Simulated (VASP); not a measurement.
# Ti (I4/mmm) in VASP: a series of runs

The runs below take Ti through single point, with PBEsol.

Everything below comes from runs of VASP 6.6.1. Logs are shortened: lines on timing, memory, paths and dates and some standing lists are left out, and cuts for length are marked.

**1. The cell of the first run**

The structure is tetragonal, space group I4/mmm (No. 139). The conventional cell has a = 2.702 Å, b = 2.702 Å, c = 4.585 Å, α = 90.00°, β = 90.00°, γ = 90.00°. Within 3.6 Å of Ti (site symmetry 4/mmm) lie 12 Ti at 2.70 to 2.98 Å.

**2. Single point, PBEsol**

Input file INCAR:

```
SYSTEM = Ti
PREC = Accurate ; ENCUT = 520
EDIFF = 1E-6 ; ISMEAR = 0
SIGMA = 0.15 ; LREAL = .FALSE.
LASPH = .TRUE. ; NELM = 100
ALGO = Fast ; ISIF = 2
LWAVE = .FALSE. ; LCHARG = .FALSE.
GGA = PS ; NBANDS = 12
```

Input file KPOINTS:

```
Automatic mesh
0
G
  22 22 22
  0 0 0
```

Input file POSCAR:

```
Ti
1.0
    0.0000000000      1.9103031386      2.2923637664
    1.9103031386      0.0000000000      2.2923637664
    1.9103031386      1.9103031386      0.0000000000
Ti
1
Direct
    0.0000000000      0.0000000000      0.0000000000
```

Potentials or basis: VASP PAW PBE potentials, release 64 (Ti_sv).

Launch:

```console
cat potpaw_PBE.64/Ti_sv/POTCAR > POTCAR
mpirun -np 1 vasp_std > vasp.out
```

OUTCAR:

```text
SYSTEM = Ti
   PREC = Accurate
   ENCUT = 520
   EDIFF = 1E-6
   ISMEAR = 0
   LREAL = .FALSE.
   LASPH = .TRUE.
   NELM = 100
   ISIF = 2
   GGA = PS

 ion  position               nearest neighbor table
   1  0.000  0.000  0.000-

  LATTYP: Found a body centered tetragonal cell.
 ALAT       =     2.7015766069
 C/A-ratio  =     1.6970562749

  Lattice vectors:

 A1 = (  -1.9103031386,   0.0000000000,   2.2923637664)
 A2 = (   1.9103031386,   0.0000000000,   2.2923637664)
 A3 = (   0.0000000000,   1.9103031386,  -2.2923637664)

Analysis of symmetry for initial positions (statically):
=====================================================================
 Subroutine PRICEL returns:
 Original cell was already a primitive cell.

 Routine SETGRP: Setting up the symmetry group for a
 body centered tetragonal supercell.

 Subroutine GETGRP returns: Found 16 space group operations
 (whereof 16 operations were pure point group operations)
 out of a pool of 16 trial point group operations.

The static configuration has the point symmetry D_4h.

Analysis of symmetry for dynamics (positions and initial velocities):
=====================================================================
 Subroutine PRICEL returns:
 Original cell was already a primitive cell.

 Routine SETGRP: Setting up the symmetry group for a
 body centered tetragonal supercell.

 Subroutine GETGRP returns: Found 16 space group operations
 (whereof 16 operations were pure point group operations)
 out of a pool of 16 trial point group operations.

The dynamic configuration has the point symmetry D_4h.

 Subroutine INISYM returns: Found 16 space group operations
 (whereof 16 operations are pure point group operations),
 and found     1 'primitive' translations

----------------------------------------------------------------------------------------

                                     Primitive cell

  volume of cell :      16.7309

  direct lattice vectors                    reciprocal lattice vectors
     0.000000000  1.910303139  2.292363766    -0.261738564  0.261738564  0.218115470
     1.910303139  0.000000000  2.292363766     0.261738564 -0.261738564  0.218115470
     1.910303139  1.910303139  0.000000000     0.261738564  0.261738564 -0.218115470

  length of vectors
     2.983988894  2.983988894  2.701576607     0.429637649  0.429637649  0.429637649

  position of ions in fractional coordinates (direct lattice)
     0.000000000  0.000000000  0.000000000

  ion indices of the primitive-cell ions
   primitive index   ion index
                 1           1

----------------------------------------------------------------------------------------

 KPOINTS: Automatic mesh

Automatic generation of k-mesh.
 Grid dimensions read from file:
 generate k-points for:   22   22   22

 Generating k-lattice:

  Cartesian coordinates                     Fractional coordinates (reciprocal lattice)
    -0.011897207  0.011897207  0.009914340     0.045454545  0.000000000  0.000000000
     0.011897207 -0.011897207  0.009914340     0.000000000  0.045454545  0.000000000
     0.011897207  0.011897207 -0.009914340     0.000000000  0.000000000  0.045454545

  Length of vectors
     0.019528984  0.019528984  0.019528984

  Shift w.r.t. Gamma in fractional coordinates (k-lattice)
     0.000000000  0.000000000  0.000000000

 Subroutine IBZKPT returns following result:
 ===========================================

 Found    834 irreducible k-points:

 Following reciprocal coordinates:
            Coordinates               Weight
  0.000000  0.000000  0.000000      1.000000
  0.045455 -0.000000  0.000000      8.000000
  0.090909 -0.000000  0.000000      8.000000
  0.136364  0.000000  0.000000      8.000000
  0.181818  0.000000  0.000000      8.000000
  0.227273 -0.000000  0.000000      8.000000
[... 16 lines left out ...]
  0.500000  0.045455  0.000000      8.000000
 -0.454545  0.045455  0.000000      8.000000
 [... further k-points ...]
   k-points           NKPTS =    834   k-points in BZ     NKDIM =    834   number of bands    NBANDS=     12
   number of dos      NEDOS =    301   number of ions     NIONS =      1
   total plane-waves  NPLWV =  11520
   dimension x,y,z NGX =    24 NGY =   24 NGZ =   20
   dimension x,y,z NGXF=    48 NGYF=   48 NGZF=   40
   ions per type =               1
   NGX,Y,Z   is equivalent  to a cutoff of  13.37, 13.37, 12.31 a.u.
   NGXF,Y,Z  is equivalent  to a cutoff of  26.74, 26.74, 24.61 a.u.
 SYSTEM =  Ti
   PREC   = accura    normal or accurate (medium, high low for compatibility)
   ISTART =      0    job   : 0-new  1-cont  2-samecut
   ICHARG =      2    charge: 1-file 2-atom 10-const
   ISPIN  =      1    spin polarized calculation?
   LNONCOLLINEAR =      F non collinear calculations
   LSORBIT =      F    spin-orbit coupling
   LASPH  =      T    aspherical Exc in radial PAW
   ENCUT  =  520.0 eV  38.22 Ry    6.18 a.u.   5.55  5.55  5.02*2*pi/ulx,y,z
   NELM   =    100;   NELMIN=  2; NELMDL= -5     # of ELM steps
   EDIFF  = 0.1E-05   stopping-criterion for ELM
   LREAL  =      F    real-space projection
   EDIFFG = 0.1E-04   stopping-criterion for IOM
   NSW    =      0    number of steps for IOM
   IBRION =     -1    ionic relax: 0-MD 1-quasi-New 2-CG
   NFREE  =      0    steps in history (QN), initial steepest desc. (CG)
   ISIF   =      2    stress and relaxation
   ISYM   =      2    0-nonsym 1-usesym 2-fastsym
   POTIM  = 0.5000    time-step for ionic-motion
   TEBEG  =    0.0;   TEEND  =   0.0 temperature during run
   PSTRESS=    0.0 pullay stress
   NELECT =      12.0000    total number of electrons
   NUPDOWN=      -1.0000    fix difference up-down
   EMIN   =  10.00;   EMAX   =-10.00  energy-range for DOS
   EFERMI =   0.00;   METHOD = LEGACY
   ISMEAR =     0;   SIGMA  =   0.15  broadening in eV -4-tet -1-fermi 0-gaus
   EFERMI_NEDOS =   21; number of points for ismear=-14 and -15
   IALGO  =     68    algorithm
   IMIX   =      4    mixing-type and parameters
     AMIX     =   0.40;   BMIX     =  1.00
     AMIX_MAG =   1.60;   BMIX_MAG =  1.00
  volume/ion in A,a.u.               =      16.73       112.91
  Fermi-wavevector in a.u.,A,eV,Ry     =   1.465421  2.769245 29.217967  2.147460
  Thomas-Fermi vector in A             =   2.581280
   LORBIT       =      0    0 simple, 1 ext, 2 COOP (PROOUT), +10 PAW based schemes
   GGA     = PS    functional components
   LHFCALC =     F    Hartree Fock is set to
   AEXX    =    0.0000 exact exchange contribution
   IVDW    =     0    specifies the selected vdW correction
   LEPSILON=     F    determine dielectric tensor
   LRPA    =     F    only Hartree local field effects (RPA)
 non-spin polarized calculation
 RMM-DIIS sequential band-by-band and
 Gauss-broadening in eV      SIGMA  =   0.15
  energy-cutoff  :      520.00
  volume of cell :       16.73
 maximum number of plane-waves:       469
   NGX = 11   NGY = 11   NGZ =  9

 number of electron      11.9999999 magnetization

 Free energy of the ion-electron system (eV)
  ---------------------------------------------------
  ext. energy  EPLUGINS =         0.00000000
  ---------------------------------------------------
  free energy    TOTEN  =        -8.25783755 eV

  energy without entropy =       -8.23455307  energy(sigma->0) =       -8.24619531

 E-fermi :   8.3992     XC(G=0): -11.8113

 val. band max:        8.3984286116   @ k =   0.4091   0.1364   0.0000
 cond. band min:       8.4007641630   @ k =   0.4091   0.2727   0.1364
 fundamental gap:      0.0023355514
 Fermi energy:         8.3992366820

 k-point     1 :       0.0000    0.0000    0.0000
  band No.  band energies     occupation
      1     -47.9381      2.00000
      2     -23.8754      2.00000
      3     -23.8033      2.00000
      4     -23.8033      2.00000
      5       2.3289      2.00000
      6       8.4008      0.98819
      7       9.9548      0.00000
      8      10.0691      0.00000
      9      10.0691      0.00000
     10      11.9033      0.00000
     11      24.4891      0.00000
     12      25.8377      0.00000

 k-point     2 :       0.0455   -0.0000    0.0000
  band No.  band energies     occupation
      1     -47.9350      2.00000
      2     -23.8805      2.00000
      3     -23.8192      2.00000
      4     -23.8035      2.00000
      5       2.3996      2.00000
      6       8.4219      0.83111
      7       9.9455      0.00000
      8      10.0344      0.00000
      9      10.0932      0.00000
     10      11.8717      0.00000
     11      24.5372      0.00000
     12      25.8224      0.00000

 k-point     3 :       0.0909   -0.0000    0.0000
  band No.  band energies     occupation
      1     -47.9258      2.00000
      2     -23.9029      2.00000
      3     -23.8575      2.00000
      4     -23.8039      2.00000
      5       2.6081      2.00000
      6       8.4767      0.46503
      7       9.8082      0.00000
      8      10.0592      0.00000
      9      10.1622      0.00000
     10      11.7832      0.00000
     11      24.6320      0.00000
     12      25.6922      0.00000
[... 286 lines left out ...]
 k-point    23 :       0.5000    0.0455    0.0000
  band No.  band energies     occupation
      1     -47.7814      2.00000
      2     -24.6401      2.00000
      3     -24.0251      2.00000
      4     -23.8127      2.00000
      5       5.8656      2.00000
      6       8.4915      0.38421
      7       9.2660      0.00000
      8      10.0854      0.00000
      9      12.0055      0.00000
     10      12.4994      0.00000
     11      17.2488      0.00000
     12      22.1717      0.00000

 k-point    24 :      -0.4545    0.0455    0.0000
  band No.  band energies     occupation
      1     -47.7807      2.00000
      2     -24.6467      2.00000
      3     -24.0228      2.00000
      4     -23.8100      2.00000
      5       5.8736      2.00000
      6       8.5287      0.22231
      7       9.2001      0.00000
      8      10.0738      0.00000
      9      11.9619      0.00000
     10      12.5692      0.00000
     11      17.2620      0.00000
     12      22.1742      0.00000

 [... further k-points ...]
[... 5 lines left out ...]
  --------------------------------------------------------------------------------------
  -------------------------------------------------------------------------------------
  Total        0.0581386      0.0581386     -0.5230024      0.0000000      0.0000000     -0.0000000
  in kB        5.5674619      5.5674619    -50.0836718      0.0000000      0.0000000     -0.0000000
  external PRESSURE =     -12.9829160 kB  Pullay stress =       0.0000000 kB

 VOLUME and BASIS-vectors are now :
 -----------------------------------------------------------------------------
  energy-cutoff  :      520.00
  volume of cell :       16.73
      direct lattice vectors                 reciprocal lattice vectors
     0.000000000  1.910303139  2.292363766    -0.261738564  0.261738564  0.218115470
     1.910303139  0.000000000  2.292363766     0.261738564 -0.261738564  0.218115470
     1.910303139  1.910303139  0.000000000     0.261738564  0.261738564 -0.218115470

 POSITION                                       TOTAL-FORCE (eV/Angst)
 -----------------------------------------------------------------------------------
      0.00000      0.00000      0.00000         0.000000      0.000000      0.000000
 -----------------------------------------------------------------------------------
    total drift:                                0.000000      0.000000      0.000000

  FREE ENERGIE OF THE ION-ELECTRON SYSTEM (eV)
  ---------------------------------------------------
  free  energy   TOTEN  =        -8.2578375511 eV

  energy  without entropy=       -8.2345530712  energy(sigma->0) =       -8.24619531
```

Wall time 75 s (1 thread of Intel Xeon 6975P-C (Granite Rapids), shared host); peak memory 0.26 GiB.

What came out:

| Quantity | Value |
| --- | --- |
| Free energy | -8.2578 eV |
| Pressure | -1.3 GPa |
| Band gap on the k mesh | zero (band 6 reaches 9.02 eV, above the bottom of band 7 at 7.82 eV) |

Stress tensor (GPa, compression positive):
```
 0.56  0.00  0.00
 0.00  0.56  0.00
 0.00  0.00 -5.01
```

Caveat: the PAW data sets were made with another functional, which shifts forces and pressure a little.

(Continued in part 2 of 2.)
